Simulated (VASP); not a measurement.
A run of VASP 6.6.1 is set up as follows.

The input INCAR:

```
SYSTEM = BN
ALGO     = Normal         ! electronic algorithm
EDIFF    = 1E-7           ! SCF threshold, eV
ENCUT    = 520            ! plane-wave cutoff, eV
GGA      = PE             ! functional
ISIF     = 2              ! what is computed and relaxed
ISMEAR   = 0              ! smearing method
LASPH    = .TRUE.         ! aspherical terms in the spheres
LCHARG   = .TRUE.         ! write CHGCAR
LELF     = .TRUE.         ! ELF
LREAL    = .FALSE.        ! projectors in reciprocal space
LVHAR    = .TRUE.       
LWAVE    = .FALSE.        ! write WAVECAR
NBANDS   = 16             ! bands
NELM     = 80             ! most SCF steps
PREC     = Accurate       ! precision mode
SIGMA    = 0.05           ! smearing width, eV
```

KPOINTS

```
k-points
0
G
  12 12 6
  0 0 0
```

Contents of POSCAR:

```
BN
1.0
    2.5667552653     -0.0115051933      0.0014387977
   -1.2933414224      2.1938488732     -0.0085409176
    0.0023812580     -0.0149474527      4.2713641683
B N
2 2
Direct
    0.6559967362      0.5539837248      1.0224291091
    0.4341303267      0.6157705854      0.4648218751
    0.6794050864      0.2992984416      0.6255634360
    0.2304678507      0.5309472482      0.1371855798
```

Potentials or basis: VASP PAW PBE potentials, release 64 (B, N).

Command:

```sh
$ cat potpaw_PBE.64/B/POTCAR potpaw_PBE.64/N/POTCAR > POTCAR
$ mpirun -np 1 vasp_std > vasp.out
```

Q: Predict the pressure.

A: 58.8 GPa.

Q: What does it give for the band gap on the k mesh?

A: 0.26 eV (least direct gap 3.08 eV).

Forces on the atoms (eV/Å):
```
B    16.856  -1.513 -10.498
B    -5.030   1.090   5.766
N     1.708   0.264  -0.681
N   -13.534   0.158   5.413
```

Caveat: the cell differs from its parent crystal (atoms moved at random and the cell strained at random); the cell stands under pressure; forces of over 1 eV/Å act on the atoms, so gaps and moduli don't describe the material at rest. A k mesh can miss the band edges.
